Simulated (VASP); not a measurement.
A run of VASP 6.6.1 is set up as follows.

Contents of INCAR:

```
PREC = Accurate
ENCUT = 520
EDIFF = 1E-7
ISMEAR = 1
SIGMA = 0.15
LREAL = F
LASPH = T
NELM = 80
ALGO = Normal
ISIF = 2
LWAVE = F
LCHARG = T
GGA = PS
LELF = T
LVHAR = T
NBANDS = 28
```

Contents of KPOINTS:

```
Automatic mesh
0
Gamma
  6 6 6
```

POSCAR

```
Ti3Al
1.0
    0.0000000000      3.2951653469      3.2951653469
    3.2951653469      0.0000000000      3.2951653469
    3.2951653469      3.2951653469      0.0000000000
Ti Al
3 1
Direct
    0.7500000000      0.7500000000      0.7500000000
    0.2500000000      0.2500000000      0.2500000000
    0.0000000000      0.0000000000      0.0000000000
    0.5000000000      0.5000000000      0.5000000000
```

Potentials or basis: VASP PAW PBE potentials, release 64 (Ti_sv, Al).

Launch:

```bash
$ cat potpaw_PBE.64/Ti_sv/POTCAR potpaw_PBE.64/Al/POTCAR > POTCAR
$ mpirun -np 1 vasp_std > vasp.out
```

(1) What does it give for the pressure?

## Answers

(1) -10.2 GPa.

Caveat: the PAW data sets were made with another functional, which shifts forces and pressure a little.
